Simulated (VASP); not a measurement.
# EuI3: single point with LDA

Crystal: EuI3.

```
Eu I
1.0
     6.33568    0.00000    0.00000
     0.00000    6.33568    0.00000
     0.00000    0.00000    6.33568
Eu I
1 3
Direct
  0.00000 0.00000 0.00000
  0.50000 0.00000 0.00000
  0.00000 0.00000 0.50000
  0.00000 0.50000 0.00000
```

- Program: VASP 6.6.1
- Task: single point
- Functional: LDA
- Potentials or basis: VASP PAW PBE potentials, release 64 (Eu, I)
- Cutoff: 520 eV
- k mesh: 3 × 3 × 3
- Occupations: gaussian, width 0.05 eV
- Spin: collinear spin, ferromagnetic start
- Starting moments: [6.0, 0.0, 0.0, 0.0] μB
- Dipole correction: no
- Further INCAR settings: ALGO = Normal; EDIFF = 1e-06; NBANDS = 31

```yaml
Pressure: -2.1 GPa
Band_gap_on_the_k_mesh: zero (filled and empty bands overlap)
Net_moment: 6.00 μB per cell
Site_moments: Eu +6.39; I -0.14 μB
Valence_electrons_inside_the_program's_atomic_spheres: Eu 14.51; I 4.28
```

Levels at points of the mesh, in eV from the Fermi level:
Spin up:
```tsv
k point	band 18	band 19	band 20	band 21	band 22	band 23	band 24	band 25
(0.00, 0.00, 0.00)	-0.07	-0.07	-0.07	0.19	0.19	0.19	2.92	2.92
```
Spin down:
| k point | band 12 | band 13 | band 14 | band 15 | band 16 | band 17 | band 18 | band 19 | band 20 | band 21 |
| --- | --- | --- | --- | --- | --- | --- | --- | --- | --- | --- |
| (0.00, 0.00, 0.00) | -0.58 | -0.58 | -0.44 | -0.44 | -0.44 | 3.40 | 3.40 | 3.40 | 3.94 | 4.08 |

Wall time 2.5 min on 1 thread of Intel(R) Xeon(R) Platinum 8259CL CPU @ 2.50GHz (Skylake/Cascade Lake), with other jobs on the host, peak memory 0.31 GiB.

Caveat: the PAW data sets were made with another functional, which shifts forces and pressure a little; spin-orbit coupling is left out, which moves the levels of the heavy elements; semilocal functionals describe open f shells poorly, which spoils levels, moments and volumes. The state reached can hang on the start; a lower one may exist.
